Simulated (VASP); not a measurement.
# MoS2 (P-3m1) in VASP: further runs, part 2 of 2

VASP 6.6.1. Earlier steps stand in the parts before.

### 3 Single point, RPBE

This run uses another cell than the first one, of 18.22 Å³/atom, 1.021 times its volume.

INCAR reads:

```
SYSTEM = MoS2
PREC = Accurate
ENCUT = 520
EDIFF = 1E-7
ISMEAR = -1
SIGMA = 0.05
LREAL = .False.
LASPH = .True.
NELM = 60
ALGO = Normal
ISIF = 2
LWAVE = .False.
LCHARG = .False.
GGA = RP
NBANDS = 20
```

KPOINTS reads:

```
Automatic mesh
0
Gamma
  9 9 4
  0 0 0
```

POSCAR reads:

```
MoS2
1.0
    3.1838448285      0.0000000000      0.0000000000
   -1.5919224143      2.7572905031      0.0000000000
    0.0000000000      0.0000000000      6.2271592669
Mo S
1 2
Direct
    0.0000000000      0.0000000000      0.5000000000
    0.6666666667      0.3333333333      0.7446806800
    0.3333333333      0.6666666667      0.2553193200
```

Potentials or basis: VASP PAW PBE potentials, release 64 (Mo_sv, S).

Started as:

```sh
> cat potpaw_PBE.64/Mo_sv/POTCAR potpaw_PBE.64/S/POTCAR > POTCAR
> mpirun -np 1 vasp_std > vasp.out
```

OUTCAR:

```text
SYSTEM = MoS2
   PREC = Accurate
   ENCUT = 520
   EDIFF = 1E-7
   ISMEAR = -1
   LREAL = .False.
   LASPH = .True.
   NELM = 60
   ISIF = 2
   GGA = RP

 ion  position               nearest neighbor table
   1  0.000  0.000  0.500-   2 2.39   3 2.39   3 2.39   2 2.39   2 2.39   3 2.39
   2  0.667  0.333  0.745-   1 2.39   1 2.39   1 2.39
   3  0.333  0.667  0.255-   1 2.39   1 2.39   1 2.39

  LATTYP: Found a hexagonal cell.
 ALAT       =     3.1838448285
 C/A-ratio  =     1.9558614199

  Lattice vectors:

 A1 = (   3.1838448285,   0.0000000000,   0.0000000000)
 A2 = (  -1.5919224143,   2.7572905031,   0.0000000000)
 A3 = (   0.0000000000,   0.0000000000,   6.2271592669)

Analysis of symmetry for initial positions (statically):
=====================================================================
 Subroutine PRICEL returns:
 Original cell was already a primitive cell.

 Routine SETGRP: Setting up the symmetry group for a
 hexagonal supercell.

 Subroutine GETGRP returns: Found 12 space group operations
 (whereof 12 operations were pure point group operations)
 out of a pool of 24 trial point group operations.

The static configuration has the point symmetry D_3d.

Analysis of symmetry for dynamics (positions and initial velocities):
=====================================================================
 Subroutine PRICEL returns:
 Original cell was already a primitive cell.

 Routine SETGRP: Setting up the symmetry group for a
 hexagonal supercell.

 Subroutine GETGRP returns: Found 12 space group operations
 (whereof 12 operations were pure point group operations)
 out of a pool of 24 trial point group operations.

The dynamic configuration has the point symmetry D_3d.

 Subroutine INISYM returns: Found 12 space group operations
 (whereof 12 operations are pure point group operations),
 and found     1 'primitive' translations

----------------------------------------------------------------------------------------

                                     Primitive cell

  volume of cell :      54.6669

  direct lattice vectors                    reciprocal lattice vectors
     3.183844828  0.000000000  0.000000000     0.314085659  0.181337440  0.000000000
    -1.591922414  2.757290503  0.000000000     0.000000000  0.362674879  0.000000000
     0.000000000  0.000000000  6.227159267     0.000000000  0.000000000  0.160586867

  length of vectors
     3.183844828  3.183844828  6.227159267     0.362674879  0.362674879  0.160586867

  position of ions in fractional coordinates (direct lattice)
     0.000000000  0.000000000  0.500000000
     0.666666667  0.333333333  0.744680680
     0.333333333  0.666666667  0.255319320

  ion indices of the primitive-cell ions
   primitive index   ion index
                 1           1
                 2           2
                 3           3

----------------------------------------------------------------------------------------

 KPOINTS: Automatic mesh

Automatic generation of k-mesh.
 Grid dimensions read from file:
 generate k-points for:    9    9    4

 Generating k-lattice:

  Cartesian coordinates                     Fractional coordinates (reciprocal lattice)
     0.034898407  0.020148604  0.000000000     0.111111111 -0.000000000  0.000000000
     0.000000000  0.040297209  0.000000000     0.000000000  0.111111111  0.000000000
     0.000000000  0.000000000  0.040146717     0.000000000  0.000000000  0.250000000

  Length of vectors
     0.040297209  0.040297209  0.040146717

  Shift w.r.t. Gamma in fractional coordinates (k-lattice)
     0.000000000  0.000000000  0.000000000

 Subroutine IBZKPT returns following result:
 ===========================================

 Found     43 irreducible k-points:

 Following reciprocal coordinates:
            Coordinates               Weight
  0.000000  0.000000  0.000000      1.000000
  0.111111 -0.000000  0.000000      6.000000
  0.222222  0.000000  0.000000      6.000000
  0.333333  0.000000  0.000000      6.000000
  0.444444  0.000000  0.000000      6.000000
  0.111111  0.111111  0.000000      6.000000
[... 16 lines left out ...]
  0.222222  0.111111  0.250000     12.000000
 -0.111111  0.333333  0.250000     12.000000
 [... further k-points ...]
   k-points           NKPTS =     43   k-points in BZ     NKDIM =     43   number of bands    NBANDS=     20
   number of dos      NEDOS =    301   number of ions     NIONS =      3
   total plane-waves  NPLWV =  27648
   dimension x,y,z NGX =    24 NGY =   24 NGZ =   48
   dimension x,y,z NGXF=    48 NGYF=   48 NGZF=   96
   ions per type =               1   2
   NGX,Y,Z   is equivalent  to a cutoff of  12.53, 12.53, 12.81 a.u.
   NGXF,Y,Z  is equivalent  to a cutoff of  25.06, 25.06, 25.63 a.u.
 SYSTEM =  MoS2
   PREC   = accura    normal or accurate (medium, high low for compatibility)
   ISTART =      0    job   : 0-new  1-cont  2-samecut
   ICHARG =      2    charge: 1-file 2-atom 10-const
   ISPIN  =      1    spin polarized calculation?
   LNONCOLLINEAR =      F non collinear calculations
   LSORBIT =      F    spin-orbit coupling
   LASPH  =      T    aspherical Exc in radial PAW
   ENCUT  =  520.0 eV  38.22 Ry    6.18 a.u.   5.92  5.92 11.58*2*pi/ulx,y,z
   NELM   =     60;   NELMIN=  2; NELMDL= -5     # of ELM steps
   EDIFF  = 0.1E-06   stopping-criterion for ELM
   LREAL  =      F    real-space projection
   EDIFFG = 0.1E-05   stopping-criterion for IOM
   NSW    =      0    number of steps for IOM
   IBRION =     -1    ionic relax: 0-MD 1-quasi-New 2-CG
   NFREE  =      0    steps in history (QN), initial steepest desc. (CG)
   ISIF   =      2    stress and relaxation
   ISYM   =      2    0-nonsym 1-usesym 2-fastsym
   POTIM  = 0.5000    time-step for ionic-motion
   TEBEG  =    0.0;   TEEND  =   0.0 temperature during run
   PSTRESS=    0.0 pullay stress
   NELECT =      26.0000    total number of electrons
   NUPDOWN=      -1.0000    fix difference up-down
   EMIN   =  10.00;   EMAX   =-10.00  energy-range for DOS
   EFERMI =   0.00;   METHOD = LEGACY
   ISMEAR =    -1;   SIGMA  =   0.05  broadening in eV -4-tet -1-fermi 0-gaus
   EFERMI_NEDOS =   21; number of points for ismear=-14 and -15
   IALGO  =     38    algorithm
   IMIX   =      4    mixing-type and parameters
     AMIX     =   0.40;   BMIX     =  1.00
     AMIX_MAG =   1.60;   BMIX_MAG =  1.00
  volume/ion in A,a.u.               =      18.22       122.97
  Fermi-wavevector in a.u.,A,eV,Ry     =   1.277883  2.414849 22.218115  1.632985
  Thomas-Fermi vector in A             =   2.410457
   LORBIT       =      0    0 simple, 1 ext, 2 COOP (PROOUT), +10 PAW based schemes
   GGA     = RP    functional components
   LHFCALC =     F    Hartree Fock is set to
   AEXX    =    0.0000 exact exchange contribution
   IVDW    =     0    specifies the selected vdW correction
   LEPSILON=     F    determine dielectric tensor
   LRPA    =     F    only Hartree local field effects (RPA)
 non-spin polarized calculation
  energy-cutoff  :      520.00
  volume of cell :       54.67
 maximum number of plane-waves:      1506
   NGX = 11   NGY = 11   NGZ = 23

 number of electron      25.9999998 magnetization

 Free energy of the ion-electron system (eV)
  ---------------------------------------------------
  ext. energy  EPLUGINS =         0.00000000
  ---------------------------------------------------
  free energy    TOTEN  =       -19.65840023 eV

  energy without entropy =      -19.65028607  energy(sigma->0) =      -19.65434315

 E-fermi :   7.5320     XC(G=0): -10.4808

 val. band max:        7.5234082448   @ k =   0.3333   0.2222   0.0000
 cond. band min:       7.5409378018   @ k =   0.1111  -0.0000   0.0000
 fundamental gap:      0.0175295570
 Fermi energy:         7.5319819947

 k-point     1 :       0.0000    0.0000    0.0000
  band No.  band energies     occupation
      1     -54.2541      2.00000
      2     -28.3150      2.00000
      3     -28.2577      2.00000
      4     -28.2577      2.00000
      5      -7.5716      2.00000
      6      -6.0181      2.00000
[... 12 lines left out ...]
     19      14.2869      0.00000
     20      17.1096      0.00000

 k-point     2 :       0.1111   -0.0000    0.0000
  band No.  band energies     occupation
      1     -54.2496      2.00000
      2     -28.3063      2.00000
      3     -28.3028      2.00000
      4     -28.2681      2.00000
      5      -7.3754      2.00000
      6      -5.9815      2.00000
[... 498 lines left out ...]
 k-point    24 :      -0.1111    0.3333    0.2500
  band No.  band energies     occupation
      1     -54.2297      2.00000
      2     -28.4889      2.00000
      3     -28.3278      2.00000
      4     -28.2649      2.00000
      5      -6.2901      2.00000
      6      -5.9018      2.00000
[... 12 lines left out ...]
     19      15.9806      0.00000
     20      16.1132      0.00000

 [... further k-points ...]
[... 5 lines left out ...]
  --------------------------------------------------------------------------------------
  -------------------------------------------------------------------------------------
  Total        2.8179731      2.8179731      4.0774066     -0.0000000      0.0000000     -0.0000000
  in kB       82.5891580     82.5891580    119.5006343     -0.0000000      0.0000000     -0.0000000
  external PRESSURE =      94.8929834 kB  Pullay stress =       0.0000000 kB

 VOLUME and BASIS-vectors are now :
 -----------------------------------------------------------------------------
  energy-cutoff  :      520.00
  volume of cell :       54.67
      direct lattice vectors                 reciprocal lattice vectors
     3.183844828  0.000000000  0.000000000     0.314085659  0.181337440  0.000000000
    -1.591922414  2.757290503  0.000000000     0.000000000  0.362674879  0.000000000
     0.000000000  0.000000000  6.227159267     0.000000000  0.000000000  0.160586867

 POSITION                                       TOTAL-FORCE (eV/Angst)
 -----------------------------------------------------------------------------------
      0.00000      0.00000      3.11358         0.000000      0.000000      0.000000
      1.59192      0.91910      4.63725        -0.000000     -0.000000      1.028563
     -0.00000      1.83819      1.58991         0.000000      0.000000     -1.028563
 -----------------------------------------------------------------------------------
    total drift:                                0.000000     -0.000000      0.000000

  FREE ENERGIE OF THE ION-ELECTRON SYSTEM (eV)
  ---------------------------------------------------
  free  energy   TOTEN  =       -19.6584002305 eV

  energy  without entropy=      -19.6502860652  energy(sigma->0) =      -19.65434315
```

OSZICAR:

```text
N       E                     dE             d eps       ncg     rms          rms(c)
DAV:   1     0.204419679952E+03    0.20442E+03   -0.14911E+04  1760   0.123E+03
DAV:   2    -0.132057808879E+02   -0.21763E+03   -0.21213E+03  2128   0.323E+02
DAV:   3    -0.210430582228E+02   -0.78373E+01   -0.77489E+01  2144   0.589E+01
DAV:   4    -0.211394436964E+02   -0.96385E-01   -0.96279E-01  2072   0.679E+00
DAV:   5    -0.211410821276E+02   -0.16384E-02   -0.16383E-02  2180   0.863E-01    0.249E+01
DAV:   6    -0.201113308850E+02    0.10298E+01   -0.13581E+01  1788   0.204E+01    0.102E+01
DAV:   7    -0.197918174589E+02    0.31951E+00   -0.55630E+00  1784   0.125E+01    0.665E+00
DAV:   8    -0.196552761997E+02    0.13654E+00   -0.81382E-01  1900   0.504E+00    0.191E+00
DAV:   9    -0.196592694992E+02   -0.39933E-02   -0.27323E-02  2000   0.107E+00    0.674E-01
DAV:  10    -0.196583537709E+02    0.91573E-03   -0.13138E-02  1892   0.708E-01    0.115E-01
DAV:  11    -0.196583617258E+02   -0.79549E-05   -0.90799E-04  2044   0.205E-01    0.681E-02
DAV:  12    -0.196583492115E+02    0.12514E-04   -0.77355E-05  1932   0.545E-02    0.222E-02
DAV:  13    -0.196583971479E+02   -0.47936E-04   -0.77196E-05  1832   0.500E-02    0.132E-02
DAV:  14    -0.196583995836E+02   -0.24357E-05   -0.40883E-06  2236   0.119E-02    0.362E-03
DAV:  15    -0.196584001667E+02   -0.58311E-06   -0.13672E-06  1888   0.712E-03    0.284E-03
DAV:  16    -0.196584002305E+02   -0.63812E-07   -0.24609E-07  1864   0.333E-03
   1 F= -.19658400E+02 E0= -.19654343E+02  d E =-.811417E-02
```

stdout:

```text
POSCAR found type information on POSCAR MoS
 POSCAR found :  2 types and       3 ions
 scaLAPACK will be used
 -----------------------------------------------------------------------------
|                                                                             |
|                                                                             |
|     You enforced a specific xc type in the INCAR file but a different       |
|     I HOPE YOU KNOW WHAT YOU ARE DOING!                                     |
|                                                                             |
 -----------------------------------------------------------------------------

 LDA part: xc-table for (Slater+PW92), standard interpolation
 POSCAR, INCAR and KPOINTS ok, starting setup
 FFT: planning ... GRIDC
 FFT: planning ... GRID_SOFT
 FFT: planning ... GRID
 WAVECAR not read
 entering main loop
```

It took 58 s on 1 thread of Intel Xeon 8259CL, shared host; peak memory 0.19 GiB.

Results:

```
Free energy            : -19.6584 eV
Pressure               : 9.5 GPa
Largest force          : 1.029 eV/Å
Band gap on the k mesh : zero (band 13 reaches 8.20 eV, above the bottom of band 14 at 7.15 eV)
```

Forces on the atoms (eV/Å):
```
Mo   0.000  0.000  0.000
S    0.000  0.000  1.029
S    0.000  0.000 -1.029
```

Stress tensor (GPa, compression positive):
```
 8.26  0.00  0.00
 0.00  8.26  0.00
 0.00  0.00 11.95
```

Caveat: the PAW data sets were made with another functional, which shifts forces and pressure a little; this functional lacks dispersion, which binds the layers, so the pressure and a relaxed spacing across them are unreliable.

### 4 Single point, BLYP+D4

This run uses another cell than the first one, of 18.22 Å³/atom, 1.021 times its volume.

INCAR reads:

```
SYSTEM = MoS2
PREC     = Accurate       ! precision mode
ENCUT    = 520            ! plane-wave cutoff, eV
EDIFF    = 1E-6           ! SCF threshold, eV
ISMEAR   = -1             ! smearing method
SIGMA    = 0.05           ! smearing width, eV
LREAL    = .FALSE.        ! projectors in reciprocal space
LASPH    = .TRUE.         ! aspherical terms in the spheres
NELM     = 100            ! most SCF steps
ALGO     = Normal         ! electronic algorithm
ISIF     = 2              ! what is computed and relaxed
LWAVE    = .FALSE.        ! write WAVECAR
LCHARG   = .FALSE.        ! write CHGCAR
GGA      = B5             ! functional
ALDAX    = 1.0          
AGGAX    = 1.0          
AGGAC    = 1.0          
ALDAC    = 0.0          
IVDW     = 13             ! dispersion correction
VDW_S6   = 1.0          
VDW_S8   = 2.34076671   
VDW_A1   = 0.44488865   
VDW_A2   = 4.0933009    
NBANDS   = 20             ! bands
```

KPOINTS reads:

```
regular mesh
0
G
  9 9 4
  0 0 0
```

POSCAR is that of step 3.

Started as:

```sh
> cat potpaw_PBE.64/Mo_sv/POTCAR potpaw_PBE.64/S/POTCAR > POTCAR
> mpirun -np 1 vasp_std > vasp.out
```

It took 77 s on 1 thread of Intel Xeon 8259CL, shared host; peak memory 0.19 GiB.

The run converged. Its results:

```yaml
Free_energy: -20.7680 eV
Pressure: 7.4 GPa
Largest_force: 1.330 eV/Å
Band_gap_on_the_k_mesh: zero (band 13 reaches 8.50 eV, above the bottom of band 14 at 7.44 eV)
Dispersion_energy_per_atom: -0.805 eV
```

Forces in eV/Å, atoms in the order of the input:
```
Mo   0.000  0.000  0.000
S    0.000  0.000  1.330
S    0.000  0.000 -1.330
```

Stress tensor (GPa, compression positive):
```
7.32 0.00 0.00
0.00 7.32 0.00
0.00 0.00 7.45
```

Levels at points of the mesh, in eV from the Fermi level:
| k point | band 9 | band 10 | band 11 | band 12 | band 13 | band 14 | band 15 | band 16 | band 17 | band 18 |
| --- | --- | --- | --- | --- | --- | --- | --- | --- | --- | --- |
| (0.00, 0.00, 0.00) | -4.19 | -1.88 | -1.12 | -1.01 | -1.01 | -0.32 | -0.32 | 3.33 | 3.33 | 6.39 |
| (0.00, 0.00, 0.50) | -4.18 | -3.72 | -1.02 | -1.02 | -0.39 | -0.39 | -0.04 | 3.50 | 3.50 | 6.27 |

Caveat: the PAW data sets were made with another functional, which shifts forces and pressure a little.

### 5 Single point, RPBE

This run uses another cell than the first one, of 18.60 Å³/atom, 1.043 times its volume.

INCAR reads:

```
SYSTEM = MoS2
PREC     = Accurate       ! precision mode
ENCUT    = 520            ! plane-wave cutoff, eV
EDIFF    = 1E-6           ! SCF threshold, eV
ISMEAR   = -1             ! smearing method
SIGMA    = 0.05           ! smearing width, eV
LREAL    = .FALSE.        ! projectors in reciprocal space
LASPH    = .TRUE.         ! aspherical terms in the spheres
NELM     = 80             ! most SCF steps
ALGO     = Normal         ! electronic algorithm
ISIF     = 2              ! what is computed and relaxed
LWAVE    = .FALSE.        ! write WAVECAR
LCHARG   = .FALSE.        ! write CHGCAR
GGA      = RP             ! functional
NBANDS   = 20             ! bands
```

KPOINTS reads:

```
Automatic mesh
0
G
  9 9 4
  0 0 0
```

POSCAR reads:

```
MoS2
1.0
    3.2058030729      0.0000000000      0.0000000000
   -1.6029015365      2.7763069006      0.0000000000
    0.0000000000      0.0000000000      6.2701065500
Mo S
1 2
Direct
    0.0000000000      0.0000000000      0.5000000000
    0.6666666667      0.3333333333      0.7446806800
    0.3333333333      0.6666666667      0.2553193200
```

Started as:

```sh
> cat potpaw_PBE.64/Mo_sv/POTCAR potpaw_PBE.64/S/POTCAR > POTCAR
> mpirun -np 1 vasp_std > vasp.out
```

It took 60 s on 1 thread of Intel Xeon 8259CL, shared host; peak memory 0.19 GiB.

It converged, with:

```yaml
Free_energy: -19.7147 eV
Pressure: 6.3 GPa
Largest_force: 0.672 eV/Å
Band_gap_on_the_k_mesh: zero (band 13 reaches 7.92 eV, above the bottom of band 14 at 6.87 eV)
```

Forces on the atoms (eV/Å):
```
Mo   0.000  0.000  0.000
S    0.000  0.000  0.672
S    0.000  0.000 -0.672
```

Stress tensor (GPa, compression positive):
```
5.20 0.00 0.00
0.00 5.20 0.00
0.00 0.00 8.47
```

Levels at points of the mesh, in eV from the Fermi level:
```tsv
k point	band 10	band 11	band 12	band 13	band 14	band 15	band 16	band 17
(0.00, 0.00, 0.00)	-1.89	-1.08	-0.98	-0.98	-0.33	-0.33	3.26	3.26
(0.00, 0.00, 0.50)	-3.61	-0.98	-0.98	-0.40	-0.40	-0.08	3.42	3.42
```

Caveat: the PAW data sets were made with another functional, which shifts forces and pressure a little; this functional lacks dispersion, which binds the layers, so the pressure and a relaxed spacing across them are unreliable.

### 6 Overview

| level | cell | gap on the mesh (eV) | pressure (GPa) | largest force (eV/Å) |
| --- | --- | --- | --- | --- |
| BLYP+D4 | a = 3.162, b = 3.162, c = 6.184 Å, angles 90.0, 90.0, 120.0°, 3 atoms | none | 10.9 | 1.72 |
| RPBE | a = 3.184, b = 3.184, c = 6.227 Å, angles 90.0, 90.0, 120.0°, 3 atoms | none | 9.5 | 1.03 |
| BLYP+D4 | a = 3.184, b = 3.184, c = 6.227 Å, angles 90.0, 90.0, 120.0°, 3 atoms | none | 7.4 | 1.33 |
| RPBE | a = 3.206, b = 3.206, c = 6.270 Å, angles 90.0, 90.0, 120.0°, 3 atoms | none | 6.3 | 0.67 |

Alike in all rows: task single point; potentials or basis VASP PAW PBE potentials, release 64 (Mo_sv, S); no spin polarisation; k mesh 9 × 9 × 4; cutoff (eV) 520; smearing fermi-dirac 0.05 eV.

Caveats: the PAW data sets were made with another functional, which shifts forces and pressure a little; this functional lacks dispersion, which binds the layers, so the pressure and a relaxed spacing across them are unreliable (some runs).

Total energies depend on the potentials used, so only differences within one code and one set of settings carry meaning.
